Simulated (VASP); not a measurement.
A run of VASP 6.6.1 is set up as follows.

File INCAR:

```
SYSTEM = SiPd3Pt
PREC     = Accurate       ! precision mode
ENCUT    = 520            ! plane-wave cutoff, eV
EDIFF    = 1E-6           ! SCF threshold, eV
ISMEAR   = 0              ! smearing method
SIGMA    = 0.1            ! smearing width, eV
LREAL    = .False.        ! projectors in reciprocal space
LASPH    = .True.         ! aspherical terms in the spheres
NELM     = 150            ! most SCF steps
ALGO     = Normal         ! electronic algorithm
ISIF     = 2              ! what is computed and relaxed
LWAVE    = .False.        ! write WAVECAR
LCHARG   = .False.        ! write CHGCAR
ISPIN    = 2              ! spin polarisation
MAGMOM   = 0 1 1 1 0      ! initial moments
LORBIT   = 11             ! projections on sites
LMAXMIX  = 4              ! l up to which the mixer works
GGA      = PE             ! functional
NBANDS   = 34             ! bands
```

File KPOINTS:

```
Automatic mesh
0
Gamma
  6 6 4
  0 0 0
```

Contents of POSCAR:

```
SiPd3Pt
1.0
    5.1650152737      0.0000000000      0.0000000000
   -2.5825076369      4.4730344380      0.0000000000
    0.0000000000      0.0000000000      4.4872177375
Si Pd Pt
1 3 1
Direct
    0.0000000000      0.0000000000      0.0000000000
    0.5000000000      0.0000000000      0.0000000000
    0.0000000000      0.5000000000      0.0000000000
    0.5000000000      0.5000000000      0.0000000000
    0.0000000000      0.0000000000      0.5000000000
```

Potentials or basis: VASP PAW PBE potentials, release 64 (Si, Pd, Pt).

The run is started by

```bash
$ cat potpaw_PBE.64/Si/POTCAR potpaw_PBE.64/Pd/POTCAR potpaw_PBE.64/Pt/POTCAR > POTCAR
$ mpirun -np 1 vasp_std > vasp.out
```

(1) Estimate the pressure.

(2) Estimate the band gap on the k mesh.

(3) Estimate the net moment.

## Answers

(1) -0.1 GPa.

(2) zero (filled and empty bands overlap).

(3) 0.00 μB per cell.

Caveat: spin-orbit coupling is left out, which moves the levels of the heavy elements.
